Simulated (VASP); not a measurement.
SnO:

```
CELL_PARAMETERS angstrom
2.50106 0.00000 0.00000
0.00000 2.50106 0.00000
0.00000 0.00000 2.50106
ATOMIC_POSITIONS crystal
Sn 0.00000 0.00000 0.00000
O 0.50000 0.50000 0.50000
```

| Property | Result |
| --- | --- |
| Program | VASP 6.6.1 |
| Task | relaxation of cell and atoms |
| Functional | PBE |
| Potentials or basis | VASP PAW PBE potentials, release 64 (Sn_d, O_h) |
| Cutoff | 1340 eV |
| k mesh | 10 × 10 × 10 |
| Occupations | fermi-dirac, width 0.02 eV |
| Spin | no spin polarisation |

At the start: pressure 313.7 GPa; volume 7.82 Å³/atom.

Task: How do energy, volume and symmetry change on relaxing?

Result: Over 7 steps the energy falls by 3947.5 meV/atom and the volume is 15.24 Å³/atom (+94.9 %); space group Pm-3m (No. 221, to 0.1 Å) before and after.

Step by step:
```tsv
step	energy change (eV)	largest force (eV/Å)	pressure (GPa)	volume (Å³)
1	0.0000	0.0000	313.73	15.64
2	0.1885	0.0000	-33.36	82.27
3	-7.6479	0.0000	-13.13	35.85
4	-7.8021	0.0000	-8.87	33.62
5	-7.8938	0.0000	1.14	30.20
6	-7.8949	0.0000	-0.19	30.56
7	-7.8949	0.0000	0.02	30.49
```

Final structure:
```cif
data_structure
_symmetry_space_group_name_H-M 'P 1'
_symmetry_Int_Tables_number 1
_cell_length_a 3.1240
_cell_length_b 3.1240
_cell_length_c 3.1240
_cell_angle_alpha 90.000
_cell_angle_beta 90.000
_cell_angle_gamma 90.000
_cell_volume 30.49
loop_
_atom_site_label
_atom_site_type_symbol
_atom_site_fract_x
_atom_site_fract_y
_atom_site_fract_z
_atom_site_occupancy
Sn1 Sn 0.00000 0.00000 0.00000 1
O1 O 0.50000 0.50000 0.50000 1
```

Caveat: the volume moved by over 15 % at a fixed basis, so the end points are rough; the structure was generated, so it needn't be the stable form of SnO.
